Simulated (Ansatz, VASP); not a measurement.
# Two plane-wave programs on In2Te2S

```xyz
5
Lattice="4.4675 0.0000 0.0000 -2.2338 3.8690 0.0000 0.0000 0.0000 7.8590" Properties=species:S:1:pos:R:3 pbc="T T T"
In    2.2338    1.2897    5.5919
In    0.0000    2.5793    2.2671
Te    2.2338    1.2897    2.9423
Te    0.0000    2.5793    4.9167
S     0.0000    0.0000    0.0000
```

Change from the starting cell: species swapped into the Nd2SeO2 type (P-3m1, No. 164).

Alike in both runs: task relaxation of cell and atoms; functional PBE; k mesh 6 × 6 × 2; occupations gaussian, width 0.1 eV; no spin polarisation.

|  | VASP | Ansatz |
| --- | --- | --- |
| version | VASP 6.6.1 | Ansatz 0.2.0 |
| potentials or method | VASP PAW PBE potentials, release 64 (In_d, Te, S), cutoff 600 eV | scalar-relativistic, plane waves, PAW |
| valence electrons in the cell | 44 | 64 |

```tsv
	VASP	Ansatz	Ansatz less VASP
gap on the k mesh at the Fermi level, each at its own relaxed structure (eV)	none	none	-
relaxed volume (Å³/atom)	31.01	31.31	+0.304
relaxed cell length with the largest relative difference (Å)	10.499	10.624	+0.1247
```

A gap of «none» marks a metal or a gap that the smearing closes. VASP's potentials hold 44 valence electrons a cell and Ansatz's 64, so a difference there can come from the potentials and not from the codes.

The k mesh is coarse, so the values compare programs but aren't converged. Spin-orbit coupling is off throughout.
